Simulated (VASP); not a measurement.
# TePt (P6_3/mmc) in VASP: notebook, part 2 of 2

VASP 6.6.1.

**5. Single point, LDA (18.48 Å³/atom)**

Input file INCAR:

```
  ALGO = Normal
  EDIFF = 1E-7
  ENCUT = 520
  GGA = CA
  ISIF = 2
  ISMEAR = 0
  LASPH = T
  LCHARG = T
  LELF = T
  LREAL = F
  LVHAR = T
  LWAVE = F
  NBANDS = 24
  NELM = 80
  PREC = Accurate
  SIGMA = 0.15
```

Input file KPOINTS:

```
k-points
0
Gamma
  12 12 8
```

Input file POSCAR:

```
TePt
1.0
    4.0231984860      0.0000000000      0.0000000000
   -2.0115992430      3.4841920933      0.0000000000
    0.0000000000      0.0000000000      5.2745134137
Te Pt
2 2
Direct
    0.3333333333      0.6666666667      0.2500000000
    0.6666666667      0.3333333333      0.7500000000
    0.0000000000      0.0000000000      0.0000000000
    0.0000000000      0.0000000000      0.5000000000
```

Potentials or basis: VASP PAW LDA potentials, release 64 (Te, Pt).

Run with:

```bash
> cat potpaw_LDA.64/Te/POTCAR potpaw_LDA.64/Pt/POTCAR > POTCAR
> mpirun -np 1 vasp_std > vasp.out
```

OUTCAR:

```text
EDIFF = 1E-7
   ENCUT = 520
   GGA = CA
   ISIF = 2
   ISMEAR = 0
   LASPH = T
   LREAL = F
   NELM = 80
   PREC = Accurate

 ion  position               nearest neighbor table
   1  0.333  0.667  0.250-   3 2.67   4 2.67   3 2.67   4 2.67   3 2.67   4 2.67   2 3.51   2 3.51
                             2 3.51   2 3.51   2 3.51   2 3.51
   2  0.667  0.333  0.750-   3 2.67   4 2.67   3 2.67   4 2.67   3 2.67   4 2.67   1 3.51   1 3.51
                             1 3.51   1 3.51   1 3.51   1 3.51
   3  0.000  0.000  0.000-   4 2.64   4 2.64   1 2.67   2 2.67   1 2.67   2 2.67   2 2.67   1 2.67

   4  0.000  0.000  0.500-   3 2.64   3 2.64   1 2.67   2 2.67   1 2.67   2 2.67   2 2.67   1 2.67

  LATTYP: Found a hexagonal cell.
 ALAT       =     4.0231984860
 C/A-ratio  =     1.3110249052

  Lattice vectors:

 A1 = (   4.0231984860,   0.0000000000,   0.0000000000)
 A2 = (  -2.0115992430,   3.4841920933,   0.0000000000)
 A3 = (   0.0000000000,   0.0000000000,   5.2745134137)

Analysis of symmetry for initial positions (statically):
=====================================================================
 Subroutine PRICEL returns:
 Original cell was already a primitive cell.

 Routine SETGRP: Setting up the symmetry group for a
 hexagonal supercell.

 Subroutine GETGRP returns: Found 24 space group operations
 (whereof 12 operations were pure point group operations)
 out of a pool of 24 trial point group operations.

The static configuration has the point symmetry D_3d.
 The point group associated with its full space group is D_6h.

Analysis of symmetry for dynamics (positions and initial velocities):
=====================================================================
 Subroutine PRICEL returns:
 Original cell was already a primitive cell.

 Routine SETGRP: Setting up the symmetry group for a
 hexagonal supercell.

[... 126 lines left out ...]
   IALGO  =     38    algorithm
   IMIX   =      4    mixing-type and parameters
     AMIX     =   0.40;   BMIX     =  1.00
     AMIX_MAG =   1.60;   BMIX_MAG =  1.00
  volume/ion in A,a.u.               =      18.48       124.74
  Fermi-wavevector in a.u.,A,eV,Ry     =   1.238339  2.340121 20.864305  1.533483
  Thomas-Fermi vector in A             =   2.372868
   LORBIT       =      0    0 simple, 1 ext, 2 COOP (PROOUT), +10 PAW based schemes
   GGA     = CA    functional components
   LHFCALC =     F    Hartree Fock is set to
   AEXX    =    0.0000 exact exchange contribution
   IVDW    =     0    specifies the selected vdW correction
   LEPSILON=     F    determine dielectric tensor
   LRPA    =     F    only Hartree local field effects (RPA)
 non-spin polarized calculation
 Gauss-broadening in eV      SIGMA  =   0.15
  energy-cutoff  :      520.00
  volume of cell :       73.94
 maximum number of plane-waves:      2009
 NGX is ok and might be reduce to    30
   NGX = 15   NGY = 15   NGZ = 19

 number of electron      31.9999996 magnetization

 Free energy of the ion-electron system (eV)
  ---------------------------------------------------
  ext. energy  EPLUGINS =         0.00000000
  ---------------------------------------------------
  free energy    TOTEN  =       -22.76422494 eV

  energy without entropy =      -22.74062688  energy(sigma->0) =      -22.75242591

 E-fermi :  12.1923     XC(G=0): -12.1636

 val. band max:       12.1895602407   @ k =   0.1667   0.1667   0.3750
 cond. band min:      12.1965362014   @ k =   0.2500   0.2500   0.0000
 fundamental gap:      0.0069759607
 Fermi energy:        12.1922783918

 k-point     1 :       0.0000    0.0000    0.0000
  band No.  band energies     occupation
      1      -3.3817      2.00000
      2       0.2808      2.00000
      3       3.5532      2.00000
      4       4.6720      2.00000
      5       4.6720      2.00000
      6       5.2333      2.00000
[... 637 lines left out ...]
     23      18.6904      0.00000
     24      20.3306      0.00000

 [... further k-points ...]

------------------------ aborting loop because EDIFF is reached ----------------------------------------

  FORCE on cell =-STRESS in cart. coord.  units (eV):
  Direction    XX          YY          ZZ          XY          YZ          ZX
  --------------------------------------------------------------------------------------
  -------------------------------------------------------------------------------------
  Total       11.7084975     11.7084975     12.8859517      0.0000000     -0.0000000      0.0000000
  in kB      253.7206399    253.7206399    279.2358221      0.0000000     -0.0000000      0.0000000
  external PRESSURE =     262.2257006 kB  Pullay stress =       0.0000000 kB

 VOLUME and BASIS-vectors are now :
 -----------------------------------------------------------------------------
  energy-cutoff  :      520.00
  volume of cell :       73.94
      direct lattice vectors                 reciprocal lattice vectors
     4.023198486  0.000000000  0.000000000     0.248558455  0.143505291  0.000000000
    -2.011599243  3.484192093  0.000000000     0.000000000  0.287010582  0.000000000
     0.000000000  0.000000000  5.274513414     0.000000000  0.000000000  0.189590948

 POSITION                                       TOTAL-FORCE (eV/Angst)
 -----------------------------------------------------------------------------------
     -0.00000      2.32279      1.31863         0.000000      0.000000      0.000000
      2.01160      1.16140      3.95589        -0.000000     -0.000000      0.000000
      0.00000      0.00000      0.00000         0.000000      0.000000      0.000000
      0.00000      0.00000      2.63726         0.000000      0.000000      0.000000
 -----------------------------------------------------------------------------------
    total drift:                               -0.000000      0.000000      0.000000

  FREE ENERGIE OF THE ION-ELECTRON SYSTEM (eV)
  ---------------------------------------------------
  free  energy   TOTEN  =       -22.7642249360 eV

  energy  without entropy=      -22.7406268800  energy(sigma->0) =      -22.75242591
```

OSZICAR:

```text
N       E                     dE             d eps       ncg     rms          rms(c)
DAV:   1     0.173655666024E+03    0.17366E+03   -0.14340E+04  4592   0.120E+03
DAV:   2    -0.161149913205E+02   -0.18977E+03   -0.17634E+03  5464   0.244E+02
DAV:   3    -0.231570128932E+02   -0.70420E+01   -0.69067E+01  5528   0.459E+01
DAV:   4    -0.232420950678E+02   -0.85082E-01   -0.85034E-01  5320   0.566E+00
DAV:   5    -0.232437775919E+02   -0.16825E-02   -0.16824E-02  5680   0.772E-01    0.292E+01
DAV:   6    -0.228898761485E+02    0.35390E+00   -0.64331E-01  5008   0.649E+00    0.172E+01
DAV:   7    -0.227799804402E+02    0.10990E+00   -0.15951E-01  4792   0.272E+00    0.185E+00
DAV:   8    -0.227644180454E+02    0.15562E-01   -0.48222E-02  4888   0.193E+00    0.826E-01
DAV:   9    -0.227644591360E+02   -0.41091E-04   -0.27473E-03  5656   0.284E-01    0.393E-01
DAV:  10    -0.227642504495E+02    0.20869E-03   -0.13125E-03  4944   0.242E-01    0.704E-02
DAV:  11    -0.227642238565E+02    0.26593E-04   -0.91367E-05  5456   0.755E-02    0.516E-02
DAV:  12    -0.227642248764E+02   -0.10199E-05   -0.47454E-06  5488   0.123E-02    0.353E-03
DAV:  13    -0.227642249360E+02   -0.59585E-07   -0.11340E-07  3992   0.235E-03
   1 F= -.22764225E+02 E0= -.22752426E+02  d E =-.235981E-01
```

stdout:

```text
POSCAR found type information on POSCAR TePt
 POSCAR found :  2 types and       4 ions
 scaLAPACK will be used
 LDA part: xc-table for (Slater(with rela. corr.)+CA(PZ))
 , standard interpolation
 POSCAR, INCAR and KPOINTS ok, starting setup
 FFT: planning ... GRIDC
 FFT: planning ... GRID_SOFT
 FFT: planning ... GRID
 WAVECAR not read
 entering main loop
```

Wall time 2.9 min (1 thread of Intel Xeon 8259CL, shared host); peak memory 0.27 GiB.

What came out:

- Free energy: -22.7642 eV
- Pressure: 26.2 GPa
- Band gap on the k mesh: zero (bands 16 and 17 overlap by 1.69 eV)

Stress tensor (GPa, compression positive):
```
25.37  0.00  0.00
 0.00 25.37  0.00
 0.00  0.00 27.92
```

Levels at points of the mesh, in eV from the Fermi level:
```csv
k point,band 14,band 15,band 16,band 17,band 18,band 19
"(0.00, 0.00, 0.00)",-2.00,0.24,0.82,1.18,2.64,2.64
"(0.50, 0.00, 0.00)",-2.64,-2.40,-1.58,1.70,3.05,3.37
"(0.00, 0.00, 0.50)",-2.84,1.14,1.14,1.14,1.14,4.46
"(0.50, 0.00, 0.50)",-3.76,-0.72,-0.72,0.70,0.70,2.77
```

Caveat: the cell stands under pressure; spin-orbit coupling is left out, which moves the levels of the heavy elements.

**6. Single point, LDA (19.32 Å³/atom)**

This run uses another cell than the first one, of 19.32 Å³/atom.

Input file INCAR:

```
SYSTEM = TePt
PREC = Accurate
ENCUT = 520
EDIFF = 1E-7
ISMEAR = 0
SIGMA = 0.15
LREAL = .FALSE.
LASPH = .TRUE.
NELM = 80
ALGO = Normal
ISIF = 2
LWAVE = .FALSE.
LCHARG = .FALSE.
GGA = CA
NBANDS = 24
```

Input file KPOINTS:

```
Automatic mesh
0
G
  12 12 8
  0 0 0
```

Input file POSCAR:

```
TePt
1.0
    4.0832422724      0.0000000000      0.0000000000
   -2.0416211362      3.5361915377      0.0000000000
    0.0000000000      0.0000000000      5.3532323131
Te Pt
2 2
Direct
    0.3333333333      0.6666666667      0.2500000000
    0.6666666667      0.3333333333      0.7500000000
    0.0000000000      0.0000000000      0.0000000000
    0.0000000000      0.0000000000      0.5000000000
```

Potentials or basis: VASP PAW LDA potentials, release 64 (Te, Pt).

Run with:

```bash
> cat potpaw_LDA.64/Te/POTCAR potpaw_LDA.64/Pt/POTCAR > POTCAR
> mpirun -np 1 vasp_std > vasp.out
```

Run time: 3.1 min. Hardware: 1 thread of Intel Xeon 8259CL, shared host; peak memory 0.27 GiB.

The run converged. Its results:

```
Free energy            : -23.1978 eV
Pressure               : 15.4 GPa
Band gap on the k mesh : zero (bands 16 and 17 overlap by 1.56 eV)
```

Stress tensor (GPa, compression positive):
```
14.91  0.00  0.00
 0.00 14.91  0.00
 0.00  0.00 16.44
```

Levels at points of the mesh, in eV from the Fermi level:
| k point | band 14 | band 15 | band 16 | band 17 | band 18 | band 19 |
| --- | --- | --- | --- | --- | --- | --- |
| (0.00, 0.00, 0.00) | -1.88 | 0.24 | 0.76 | 1.35 | 2.34 | 2.50 |
| (0.50, 0.00, 0.00) | -2.44 | -2.23 | -1.60 | 1.61 | 2.88 | 3.41 |
| (0.00, 0.00, 0.50) | -2.77 | 1.10 | 1.10 | 1.10 | 1.10 | 4.42 |
| (0.50, 0.00, 0.50) | -3.49 | -0.62 | -0.62 | 0.61 | 0.61 | 2.72 |

Caveat: the cell stands under pressure; spin-orbit coupling is left out, which moves the levels of the heavy elements.

**7. Overview**

```csv
spin,fixed moment (μB),cell,gap on the mesh (eV),pressure (GPa),moment (μB)
collinear,0.25,"a = 4.023, b = 4.023, c = 5.275 Å, angles 90.0, 90.0, 120.0°, 4 atoms",-,26.3,0.25
collinear,0.5,"a = 4.083, b = 4.083, c = 5.353 Å, angles 90.0, 90.0, 120.0°, 4 atoms",-,15.5,0.50
collinear,0.25,"a = 4.142, b = 4.142, c = 5.430 Å, angles 90.0, 90.0, 120.0°, 4 atoms",-,7.0,0.25
off,-,"a = 4.023, b = 4.023, c = 5.275 Å, angles 90.0, 90.0, 120.0°, 4 atoms",none,26.2,-
off,-,"a = 4.083, b = 4.083, c = 5.353 Å, angles 90.0, 90.0, 120.0°, 4 atoms",none,15.4,-
```

Alike in all rows: task single point; level LDA; potentials or basis VASP PAW LDA potentials, release 64 (Te, Pt); k mesh 12 × 12 × 8; cutoff (eV) 520; smearing gaussian 0.15 eV.

Caveats: the cell stands under pressure; spin-orbit coupling is left out, which moves the levels of the heavy elements; the total moment is fixed, so each spin has its own Fermi level and the state may be an excited one (at least some runs).

Total energies depend on the potentials used, so only differences within one code and one set of settings carry meaning.
